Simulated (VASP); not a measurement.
A run of VASP 6.6.1 is set up as follows.

Contents of INCAR:

```
ALGO = Fast
EDIFF = 1E-7
ENCUT = 520
GGA = PS
ISIF = 2
ISMEAR = 0
LASPH = True
LCHARG = False
LREAL = False
LWAVE = False
NBANDS = 38
NELM = 80
PREC = Accurate
SIGMA = 0.1
```

The input KPOINTS:

```
k-points
0
Gamma
  12 12 12
```

File POSCAR:

```
Ta4N3
1.0
   -2.1564415957      2.1564415957      4.2299984675
    2.1564415957     -2.1564415957      4.2299984675
    2.1564415957      2.1564415957     -4.2299984675
Ta N
4 3
Direct
    0.0000000000      0.5000000000      0.5000000000
    0.2611583415      0.2611583415      0.0000000000
    0.5000000000      0.0000000000      0.5000000000
    0.7388416585      0.7388416585      0.0000000000
    0.7500000000      0.2500000000      0.5000000000
    0.0000000000      0.0000000000      0.0000000000
    0.2500000000      0.7500000000      0.5000000000
```

Potentials or basis: VASP PAW PBE potentials, release 64 (Ta_pv, N).

The run is started by

```sh
$ cat potpaw_PBE.64/Ta_pv/POTCAR potpaw_PBE.64/N/POTCAR > POTCAR
$ mpirun -np 1 vasp_std > vasp.out
```

(1) Predict the band gap on the k mesh.

(2) Predict the pressure.

(3) Estimate the largest force.

## Answers

(1) zero (an odd number of electrons rules out a gap without spin polarisation).

(2) 11.7 GPa.

(3) 0.035 eV/Å.

Caveat: the cell stands under pressure; the PAW data sets were made with another functional, which shifts forces and pressure a little; spin-orbit coupling is left out, which moves the levels of the heavy elements; an odd number of electrons without spin polarisation forces a metal; a magnetic or distorted state may lie lower.
